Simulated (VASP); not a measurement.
Wanted: the native input for a VASP 6.6.1 run.

| Property | Result |
| --- | --- |
| Task | density of states |
| Functional | PBEsol |
| Potentials or basis | VASP PAW PBE potentials, release 64 (Hf_pv) |
| Cutoff | 520 eV |
| k mesh | 13 × 13 × 7 |
| Occupations | fermi-dirac, width 0.05 eV |
| Spin | no spin polarisation |
| Dipole correction | no |
| k mesh for the DOS | 20 × 20 × 11 |
| Occupations for the DOS | tetrahedron |
| Further INCAR settings | ALGO = Normal; EDIFF = 1e-06 |

The system is Hf.

```xyz
2
Lattice="3.1967 0.0000 0.0000 -1.5983 2.7684 0.0000 0.0000 0.0000 5.0578" Properties=species:S:1:pos:R:3 pbc="T T T"
Hf    0.0000    1.8456    1.2645
Hf    1.5983    0.9228    3.7934
```

The input as run:

POSCAR

```
Hf
1.0
    3.1966985242      0.0000000000      0.0000000000
   -1.5983492621      2.7684221302      0.0000000000
    0.0000000000      0.0000000000      5.0578000000
Hf
2
Direct
    0.3333333333      0.6666666667      0.2500000000
    0.6666666667      0.3333333333      0.7500000000
```

INCAR.step1

```
SYSTEM = Hf
  PREC = Accurate
  ENCUT = 520
  EDIFF = 1E-6
  ISMEAR = -1
  SIGMA = 0.05
  LREAL = .False.
  LASPH = .True.
  NELM = 60
  ALGO = Normal
  ISIF = 2
  LWAVE = .False.
  LCHARG = .True.
  LMAXMIX = 4
  GGA = PS
  NBANDS = 17
```

KPOINTS.step1

```
Automatic mesh
0
Gamma
  13 13 7
  0 0 0
```

INCAR.step2

```
SYSTEM = Hf
  PREC = Accurate
  ENCUT = 520
  EDIFF = 1E-6
  ISMEAR = -5
  SIGMA = 0.05
  LREAL = .False.
  LASPH = .True.
  NELM = 60
  ALGO = Normal
  ISIF = 2
  LWAVE = .False.
  LCHARG = .False.
  LMAXMIX = 4
  GGA = PS
  LORBIT = 10
  NEDOS = 2001
  ICHARG = 11
```

KPOINTS.step2

```
Automatic mesh
0
Gamma
  20 20 11
  0 0 0
```

Potentials or basis: VASP PAW PBE potentials, release 64 (Hf_pv).

Launch:

```console
$ cat potpaw_PBE.64/Hf_pv/POTCAR > POTCAR
$ cp INCAR.step1 INCAR
$ cp KPOINTS.step1 KPOINTS
$ mpirun -np 1 vasp_std > vasp.out
$ cp INCAR.step2 INCAR
$ cp KPOINTS.step2 KPOINTS
$ mpirun -np 1 vasp_std > vasp.out
```

Results of the run:

```yaml
Valence_electrons_inside_the_program's_atomic_spheres: Hf 8.33
```

Caveat: spin-orbit coupling is left out, which moves the levels of the heavy elements.

Wall time 39 s on 1 thread of Intel(R) Xeon(R) 6975P-C (Granite Rapids) (shared host), peak memory 0.26 GiB.
